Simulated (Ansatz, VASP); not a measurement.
# TiAl3 in VASP and in Ansatz

```
Ti Al
1.0
     3.80404    0.00000    0.00000
     0.00000    3.80404    0.00000
     0.00000    0.00000    5.42902
Ti Al
1 3
Direct
  0.00000 0.00000 0.50000
  0.50000 0.50000 0.00000
  0.50000 0.50000 0.50000
  0.00000 0.00000 0.00000
```

Alike in both runs: functional PBE; k mesh 4 × 4 × 4; occupations gaussian, width 0.1 eV; no spin polarisation.

Ansatz relaxed the structure, and its values are those at the end. VASP's run is a single point on that final structure, the one shown.

|  | VASP | Ansatz |
| --- | --- | --- |
| version | VASP 6.6.1 | Ansatz 0.2.0 |
| potentials or method | VASP PAW PBE potentials, release 64 (Ti_sv, Al), cutoff 520 eV | scalar-relativistic, plane waves, PAW |
| valence electrons in the cell | 21 | 21 |

```csv
,VASP,Ansatz,Ansatz less VASP
gap on the k mesh at the Fermi level (eV),none,none,-
pressure (GPa),0.1,0.1,-0.01
```

A gap of «none» marks a metal or a gap that the smearing closes.

The k mesh is coarse, so the values compare programs but aren't converged.
